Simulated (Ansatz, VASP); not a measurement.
# GaSb in VASP and in Ansatz

```xyz
2
Lattice="0.0000 3.0659 3.0659 3.0659 0.0000 3.0659 3.0659 3.0659 0.0000" Properties=species:S:1:pos:R:3 pbc="T T T"
Ga    0.0000    0.0000    0.0000
Sb    1.5329    1.5329    1.5329
```

Alike in both runs: task single point; functional PBE-based global hybrid; k mesh 4 × 4 × 4; occupations fermi-dirac, width 0.02 eV; no spin polarisation.

|  | VASP | Ansatz |
| --- | --- | --- |
| version | VASP 6.6.1 | Ansatz 0.2.0 |
| potentials or method | VASP PAW PBE potentials, release 64 (Ga_d, Sb) | plane waves |
| plane-wave cutoff (eV) | 520 | 420 |
| valence electrons in the cell | 18 | 28 |

Ansatz gave:

```
gap on the k mesh at the Fermi level (eV) : 3.11
pressure (GPa)                            : -1.5
```

Q: Which values does VASP return?

A: gap on the k mesh at the Fermi level (eV): 3.47; pressure (GPa): -4.0.

VASP's potentials were made for PBE, not for PBE-based global hybrid. One of these differences is far larger than is usual between the two programs; its cause wasn't traced. VASP's potentials hold 18 valence electrons a cell and Ansatz's 28, so a difference there can come from the potentials and not from the codes. Ansatz's warnings: stress exchange threshold loose, stress scf threshold loose.

The k mesh is coarse, so the values compare programs but aren't converged. Neither program's run includes spin-orbit coupling.
